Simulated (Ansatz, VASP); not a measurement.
ZnS in VASP and in Ansatz

Contents of INCAR:

```
PREC = Accurate
ENCUT = 520
EDIFF = 1E-6
ISMEAR = 0
SIGMA = 0.05
LREAL = False
LASPH = True
NELM = 80
ALGO = Normal
ISIF = 2
LWAVE = False
LCHARG = False
GGA = PE
NBANDS = 26
```

Contents of KPOINTS:

```
regular mesh
0
Gamma
  9 9 4
```

File POSCAR:

```
ZnS
1.0
    3.9350570224      0.0000000000      0.0000000000
   -1.9675285112      3.4078593468      0.0000000000
    0.0000000000      0.0000000000      6.0202437386
Zn S
2 2
Direct
    0.3333333333      0.6666666667      0.0052003725
    0.6666666667      0.3333333333      0.5052003725
    0.3333333333      0.6666666667      0.3797996275
    0.6666666667      0.3333333333      0.8797996275
```

Input for Ansatz:

```yaml
crystal:
  lattice:
    - [3.9350570224, 0.0, 0.0]
    - [-1.9675285112, 3.4078593468, 0.0]
    - [0.0, 0.0, 6.0202437386]
  atoms:
    - { symbol: Zn, position: [0.3333333333, 0.6666666667, 0.0052003725] }
    - { symbol: Zn, position: [0.6666666667, 0.3333333333, 0.5052003725] }
    - { symbol: S, position: [0.3333333333, 0.6666666667, 0.3797996275] }
    - { symbol: S, position: [0.6666666667, 0.3333333333, 0.8797996275] }
basis:
  ecutwfc: 520.0
kpoints:
  mp_grid: { grid: [9, 9, 4] }
hamiltonian:
  xc: pbe
scf:
  occupations: { method: gaussian, width: 0.05 }
output:
  forces: true
  stress: true
  eigenvalues: true
```

Alike in both runs: task single point; functional PBE; k mesh 9 × 9 × 4; occupations gaussian, width 0.05 eV; no spin polarisation.

|  | VASP | Ansatz |
| --- | --- | --- |
| version | VASP 6.6.1 | Ansatz 0.2.0 |
| potentials or method | VASP PAW PBE potentials, release 64 (Zn, S), cutoff 520 eV | scalar-relativistic, plane waves, PAW |
| valence electrons in the cell | 36 | 36 |

Ansatz gave:

```
gap on the k mesh at the Fermi level (eV)                     : 2.08
least direct gap on the mesh (eV)                             : 2.08
pressure (GPa)                                                : 0.7
traceless stress, the component that is largest in VASP (GPa) : 6.62
rms of the force components (eV/Å)                            : 0.304
```

**Question.** Estimate VASP's values.

**Answer.** gap on the k mesh at the Fermi level (eV): 2.08; least direct gap on the mesh (eV): 2.08; pressure (GPa): 0.8; traceless stress, the component that is largest in VASP (GPa): 6.66; rms of the force components (eV/Å): 0.308.

Atom by atom the forces differ by 0.003 eV/Å (rms over components).
